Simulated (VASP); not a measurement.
Write the native input for VASP 6.6.1 that does the following.

* Task: single point
* Functional: PBEsol
* Dispersion: D3(BJ)
* Potentials or basis: VASP PAW PBE potentials, release 64 (Pd)
* Cutoff: 400 eV
* k mesh: 2 × 2 × 2
* Occupations: gaussian, width 0.1 eV
* Spin: no spin polarisation
* Dipole correction: no
* Further INCAR settings: ALGO = Normal; EDIFF = 1e-06; NBANDS = 44

The structure of Pd (a cell with a defect) lies in POSCAR:

```
Pd
1.0
   -3.1445620000      3.1445620000      3.1445620000
    3.1445620000     -3.1445620000      3.1445620000
    3.1445620000      3.1445620000     -3.1445620000
Pd
7
Direct
    0.0000000000      0.0000000000      0.5000000000
    0.0000000000      0.5000000000      0.0000000000
    0.0000000000      0.5000000000      0.5000000000
    0.5000000000      0.0000000000      0.0000000000
    0.5000000000      0.0000000000      0.5000000000
    0.5000000000      0.5000000000      0.0000000000
    0.5000000000      0.5000000000      0.5000000000
```

The input as run:

INCAR

```
PREC = Accurate
ENCUT = 400
EDIFF = 1E-6
ISMEAR = 0
SIGMA = 0.1
LREAL = False
LASPH = True
NELM = 120
ALGO = Normal
ISIF = 2
LWAVE = False
LCHARG = False
GGA = PS
IVDW = 12
NBANDS = 44
GGA_COMPAT = False
```

KPOINTS

```
regular mesh
0
Gamma
  2 2 2
```

Potentials or basis: VASP PAW PBE potentials, release 64 (Pd).

Run with:

```console
$ cat potpaw_PBE.64/Pd/POTCAR > POTCAR
$ mpirun -np 1 vasp_std > vasp.out
```

Results of the run:

The pressure is -21.4 GPa and the band gap on the k mesh is zero (band 35 reaches 7.51 eV, above the bottom of band 36 at 6.91 eV). The dispersion energy per atom is -0.515 eV.

Caveat: the k points lie up to 0.71 Å⁻¹ apart; the PAW data sets were made with another functional, which shifts forces and pressure a little.

Wall time 18 s on 1 thread of AMD EPYC 9R45 (Zen 5) (shared host), peak memory 0.16 GiB.
